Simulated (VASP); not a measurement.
# InP (F-43m) in VASP: notebook

The runs below take InP through relaxation of cell and atoms, with PBEsol.

Everything below comes from runs of VASP 6.6.1. Logs are shortened: lines on timing, memory, paths and dates and some standing lists are left out, and cuts for length are marked.

**1. The cell of the first run**

Symmetry: F-43m, No. 216, cubic system. Conventional cell: a = 5.879 Å, b = 5.879 Å, c = 5.879 Å, α = 90.00°, β = 90.00°, γ = 90.00°. Within 3.4 Å of In (site symmetry -43m) lie 4 P at 2.55 Å. P (site symmetry -43m) has 4 In at 2.55 Å within 3.4 Å.

**2. Relaxation of cell and atoms, PBEsol, target pressure 1 GPa, at which the enthalpy is minimised**

The input, INCAR:

```
PREC = Accurate ; ENCUT = 600
EDIFF = 1E-6 ; ISMEAR = 0
SIGMA = 0.01 ; LREAL = F
LASPH = T ; NELM = 60
ALGO = Normal ; ISIF = 3
LWAVE = F ; LCHARG = F
GGA = PS ; IBRION = 2
NSW = 100 ; EDIFFG = -0.002
PSTRESS = 10.0
```

The input, KPOINTS:

```
Automatic mesh
0
Gamma
  6 6 6
```

The input, POSCAR:

```
InP
1.0
    0.0000000000      2.9393013716      2.9393013716
    2.9393013716      0.0000000000      2.9393013716
    2.9393013716      2.9393013716      0.0000000000
In P
1 1
Direct
    0.0000000000      0.0000000000      0.0000000000
    0.7500000000      0.7500000000      0.7500000000
```

Potentials or basis: VASP PAW PBE potentials, release 64 (In_d, P).

Launch:

```sh
cat potpaw_PBE.64/In_d/POTCAR potpaw_PBE.64/P/POTCAR > POTCAR
mpirun -np 1 vasp_std > vasp.out
```

OUTCAR:

```text
PREC = Accurate
   ENCUT = 600
   EDIFF = 1E-6
   ISMEAR = 0
   LREAL = F
   LASPH = T
   NELM = 60
   ISIF = 3
   GGA = PS
   IBRION = 2
   NSW = 100
   EDIFFG = -0.002
   PSTRESS = 10.0

 ion  position               nearest neighbor table
   1  0.000  0.000  0.000-   2 2.55   2 2.55   2 2.55   2 2.55
   2  0.750  0.750  0.750-   1 2.55   1 2.55   1 2.55   1 2.55

  LATTYP: Found a face centered cubic cell.
 ALAT       =     5.8786027432

  Lattice vectors:

 A1 = (   0.0000000000,   2.9393013716,   2.9393013716)
 A2 = (   2.9393013716,   0.0000000000,   2.9393013716)
 A3 = (   2.9393013716,   2.9393013716,   0.0000000000)

Analysis of symmetry for initial positions (statically):
=====================================================================
 Subroutine PRICEL returns:
 Original cell was already a primitive cell.

 Routine SETGRP: Setting up the symmetry group for a
 face centered cubic supercell.

 Subroutine GETGRP returns: Found 24 space group operations
 (whereof 24 operations were pure point group operations)
 out of a pool of 48 trial point group operations.

The static configuration has the point symmetry T_d .

Analysis of symmetry for dynamics (positions and initial velocities):
=====================================================================
 Subroutine PRICEL returns:
 Original cell was already a primitive cell.

 Routine SETGRP: Setting up the symmetry group for a
 face centered cubic supercell.

 Subroutine GETGRP returns: Found 24 space group operations
 (whereof 24 operations were pure point group operations)
 out of a pool of 48 trial point group operations.

The dynamic configuration has the point symmetry T_d .

 Subroutine INISYM returns: Found 24 space group operations
 (whereof 24 operations are pure point group operations),
 and found     1 'primitive' translations

----------------------------------------------------------------------------------------

                                     Primitive cell

  volume of cell :      50.7881

  direct lattice vectors                    reciprocal lattice vectors
     0.000000000  2.939301372  2.939301372    -0.170108450  0.170108450  0.170108450
     2.939301372  0.000000000  2.939301372     0.170108450 -0.170108450  0.170108450
     2.939301372  2.939301372  0.000000000     0.170108450  0.170108450 -0.170108450

  length of vectors
     4.156799864  4.156799864  4.156799864     0.294636478  0.294636478  0.294636478

  position of ions in fractional coordinates (direct lattice)
     0.000000000  0.000000000  0.000000000
     0.750000000  0.750000000  0.750000000

  ion indices of the primitive-cell ions
   primitive index   ion index
                 1           1
                 2           2

----------------------------------------------------------------------------------------

 KPOINTS: Automatic mesh

Automatic generation of k-mesh.
 Grid dimensions read from file:
 generate k-points for:    6    6    6

 Generating k-lattice:

  Cartesian coordinates                     Fractional coordinates (reciprocal lattice)
    -0.028351408  0.028351408  0.028351408     0.166666667  0.000000000  0.000000000
     0.028351408 -0.028351408  0.028351408     0.000000000  0.166666667  0.000000000
     0.028351408  0.028351408 -0.028351408     0.000000000  0.000000000  0.166666667

  Length of vectors
     0.049106080  0.049106080  0.049106080

  Shift w.r.t. Gamma in fractional coordinates (k-lattice)
     0.000000000  0.000000000  0.000000000

 Subroutine IBZKPT returns following result:
 ===========================================

 Found     16 irreducible k-points:

 Following reciprocal coordinates:
            Coordinates               Weight
  0.000000  0.000000  0.000000      1.000000
  0.166667  0.000000  0.000000      8.000000
  0.333333  0.000000  0.000000      8.000000
  0.500000  0.000000  0.000000      4.000000
  0.166667  0.166667  0.000000      6.000000
  0.333333  0.166667  0.000000     24.000000
[... 8 lines left out ...]
 -0.333333  0.333333  0.166667     24.000000
 -0.333333  0.500000  0.166667     12.000000
   k-points           NKPTS =     16   k-points in BZ     NKDIM =     16   number of bands    NBANDS=     13
   number of dos      NEDOS =    301   number of ions     NIONS =      2
   total plane-waves  NPLWV =  46656
   dimension x,y,z NGX =    36 NGY =   36 NGZ =   36
   dimension x,y,z NGXF=    72 NGYF=   72 NGZF=   72
   ions per type =               1   1
   NGX,Y,Z   is equivalent  to a cutoff of  14.40, 14.40, 14.40 a.u.
   NGXF,Y,Z  is equivalent  to a cutoff of  28.80, 28.80, 28.80 a.u.
 SYSTEM =  unknown system
   PREC   = accura    normal or accurate (medium, high low for compatibility)
   ISTART =      0    job   : 0-new  1-cont  2-samecut
   ICHARG =      2    charge: 1-file 2-atom 10-const
   ISPIN  =      1    spin polarized calculation?
   LNONCOLLINEAR =      F non collinear calculations
   LSORBIT =      F    spin-orbit coupling
   LASPH  =      T    aspherical Exc in radial PAW
   ENCUT  =  600.0 eV  44.10 Ry    6.64 a.u.   8.30  8.30  8.30*2*pi/ulx,y,z
   NELM   =     60;   NELMIN=  2; NELMDL= -5     # of ELM steps
   EDIFF  = 0.1E-05   stopping-criterion for ELM
   LREAL  =      F    real-space projection
   EDIFFG = -.2E-02   stopping-criterion for IOM
   NSW    =    100    number of steps for IOM
   IBRION =      2    ionic relax: 0-MD 1-quasi-New 2-CG
   NFREE  =      1    steps in history (QN), initial steepest desc. (CG)
   ISIF   =      3    stress and relaxation
   ISYM   =      2    0-nonsym 1-usesym 2-fastsym
   POTIM  = 0.5000    time-step for ionic-motion
   TEBEG  =    0.0;   TEEND  =   0.0 temperature during run
   PSTRESS=   10.0 pullay stress
   NELECT =      18.0000    total number of electrons
   NUPDOWN=      -1.0000    fix difference up-down
   EMIN   =  10.00;   EMAX   =-10.00  energy-range for DOS
   EFERMI =   0.00;   METHOD = LEGACY
   ISMEAR =     0;   SIGMA  =   0.01  broadening in eV -4-tet -1-fermi 0-gaus
   EFERMI_NEDOS =   21; number of points for ismear=-14 and -15
   IALGO  =     38    algorithm
   IMIX   =      4    mixing-type and parameters
     AMIX     =   0.40;   BMIX     =  1.00
     AMIX_MAG =   1.60;   BMIX_MAG =  1.00
  volume/ion in A,a.u.               =      25.39       171.37
  Fermi-wavevector in a.u.,A,eV,Ry     =   1.158541  2.189326 18.261986  1.342218
  Thomas-Fermi vector in A             =   2.295143
   LORBIT       =      0    0 simple, 1 ext, 2 COOP (PROOUT), +10 PAW based schemes
   GGA     = PS    functional components
   LHFCALC =     F    Hartree Fock is set to
   AEXX    =    0.0000 exact exchange contribution
   IVDW    =     0    specifies the selected vdW correction
   LEPSILON=     F    determine dielectric tensor
   LRPA    =     F    only Hartree local field effects (RPA)
 conjugate gradient relaxation of ions
 non-spin polarized calculation
 Gauss-broadening in eV      SIGMA  =   0.01
  energy-cutoff  :      600.00
  volume of cell :       50.79
 maximum number of plane-waves:      1711
 NGX is ok and might be reduce to    36
   NGX = 17   NGY = 17   NGZ = 17

--------------------------------------- Ionic step        1  -------------------------------------------

 number of electron      17.9999998 magnetization

 Free energy of the ion-electron system (eV)
  ---------------------------------------------------
  ext. energy  EPLUGINS =         0.00000000
  ---------------------------------------------------
  free energy    TOTEN  =        -9.14336267 eV

  energy without entropy =       -9.14336267  energy(sigma->0) =       -9.14336267

------------------------ aborting loop because EDIFF is reached ----------------------------------------

  FORCE on cell =-STRESS in cart. coord.  units (eV):
  Direction    XX          YY          ZZ          XY          YZ          ZX
  --------------------------------------------------------------------------------------
  -------------------------------------------------------------------------------------
  Total       -0.0003324     -0.0003324     -0.0003324     -0.0000000     -0.0000000     -0.0000000
  in kB       -0.0104875     -0.0104875     -0.0104875     -0.0000000     -0.0000000     -0.0000000
  external PRESSURE =     -10.0104875 kB  Pullay stress =      10.0000000 kB
[... 93 lines left out ...]
  FREE ENERGIE OF THE ION-ELECTRON SYSTEM (eV)
  ---------------------------------------------------
  free  energy   TOTEN  =        -9.1411234672 eV

  energy  without entropy=       -9.1411234672  energy(sigma->0) =       -9.14112347

  enthalpy is  TOTEN    =        -8.8286577656 eV   P V=        0.3124657017

[... ionic steps 4 to 12 ...]

--------------------------------------- Ionic step       13  -------------------------------------------

 number of electron      17.9999999 magnetization

------------------------ aborting loop because EDIFF is reached ----------------------------------------

  FORCE on cell =-STRESS in cart. coord.  units (eV):
  Direction    XX          YY          ZZ          XY          YZ          ZX
  --------------------------------------------------------------------------------------
  -------------------------------------------------------------------------------------
  Total        0.3059302      0.3059302      0.3059302      0.0000000      0.0000000      0.0000000
  in kB        9.7885888      9.7885888      9.7885888      0.0000000      0.0000000      0.0000000
  external PRESSURE =      -0.2114112 kB  Pullay stress =      10.0000000 kB
[... 61 lines left out ...]
  enthalpy is  TOTEN    =        -8.8286573572 eV   P V=        0.3125228328

--------------------------------------- Ionic step       15  -------------------------------------------

 number of electron      17.9999999 magnetization

 Free energy of the ion-electron system (eV)
  ---------------------------------------------------
  ext. energy  EPLUGINS =         0.00000000
  ---------------------------------------------------
  free energy    TOTEN  =        -9.14115087 eV

  energy without entropy =       -9.14115087  energy(sigma->0) =       -9.14115087

 E-fermi :   5.2356     XC(G=0):  -9.4998

 val. band max:        5.1572247488   @ k =   0.0000   0.0000   0.0000
 cond. band min:       5.7977963187   @ k =   0.0000   0.0000   0.0000
 fundamental gap:      0.6405715699
 Fermi energy:         5.2356312541

 k-point     1 :       0.0000    0.0000    0.0000
  band No.  band energies     occupation
      1      -9.0114      2.00000
      2      -9.0114      2.00000
      3      -9.0114      2.00000
      4      -8.8545      2.00000
      5      -8.8545      2.00000
      6      -6.4287      2.00000
      7       5.1572      2.00000
      8       5.1572      2.00000
      9       5.1572      2.00000
     10       5.7978      0.00000
     11       9.1675      0.00000
     12       9.1675      0.00000
     13       9.1675      0.00000
[... 267 lines left out ...]
  FREE ENERGIE OF THE ION-ELECTRON SYSTEM (eV)
  ---------------------------------------------------
  free  energy   TOTEN  =        -9.1411508734 eV

  energy  without entropy=       -9.1411508734  energy(sigma->0) =       -9.14115087

  enthalpy is  TOTEN    =        -8.8286575341 eV   P V=        0.3124933393

 reached required accuracy - stopping structural energy minimisation
```

It took 70 s on 1 thread of Intel Xeon 6975P-C, shared host; peak memory 0.22 GiB.

What came out:

```yaml
Free_energy: -9.1412 eV
Relaxed_volume: 25.03 Å³/atom
Relaxed_cell: a = 4.137 Å, b = 4.137 Å, c = 4.137 Å, α = 60.00°, β = 60.00°, γ = 60.00°
Space_group_after_relaxing_to_0.05_Å: F-43m (No. 216)
Energy_change_on_relaxing_the_enthalpy_is_what_falls: +1.1 meV/atom
Ionic_steps: 15
Pressure_after_relaxing: 1.0 GPa
Band_gap_on_the_k_mesh: 0.64 eV, direct
```

The path:
| step | energy change (eV) | largest force (eV/Å) | pressure (GPa) | volume (Å³) |
| --- | --- | --- | --- | --- |
| 1 | 0.0000 | 0.0000 | 0.00 | 50.79 |
| 2 | 0.0058 | 0.0000 | 1.64 | 49.63 |
| 3 | 0.0022 | 0.0000 | 1.02 | 50.06 |
| 4 | 0.0021 | 0.0000 | 0.98 | 50.08 |
| 5 | 0.0021 | 0.0000 | 0.98 | 50.08 |
| 6 | 0.0022 | 0.0000 | 0.98 | 50.08 |
| 7 | 0.0022 | 0.0000 | 0.98 | 50.08 |
| 8 | 0.0022 | 0.0000 | 0.98 | 50.08 |
| 9 | 0.0022 | 0.0000 | 0.98 | 50.08 |
| 10 | 0.0022 | 0.0000 | 0.98 | 50.08 |
| 11 | 0.0022 | 0.0000 | 0.98 | 50.08 |
| 12 | 0.0022 | 0.0000 | 0.98 | 50.08 |
| 13 | 0.0022 | 0.0000 | 0.98 | 50.07 |
| 14 | 0.0022 | 0.0000 | 0.98 | 50.07 |
| 15 | 0.0022 | 0.0000 | 1.00 | 50.07 |

Final structure:
```
In P
1.0
     0.00000    2.92532    2.92532
     2.92532    0.00000    2.92532
     2.92532    2.92532    0.00000
In P
1 1
Cartesian
  2.9253 2.9253 0.0000
  4.3880 4.3880 4.3880
```

Caveat: the cell is relaxed towards a set pressure, so the enthalpy falls and the energy may rise; the PAW data sets were made with another functional, which shifts forces and pressure a little; spin-orbit coupling is left out, which moves the levels of the heavy elements. PBEsol gaps usually lie below the measured ones, often by a third to a half.

(Continued in part 2 of 3.)
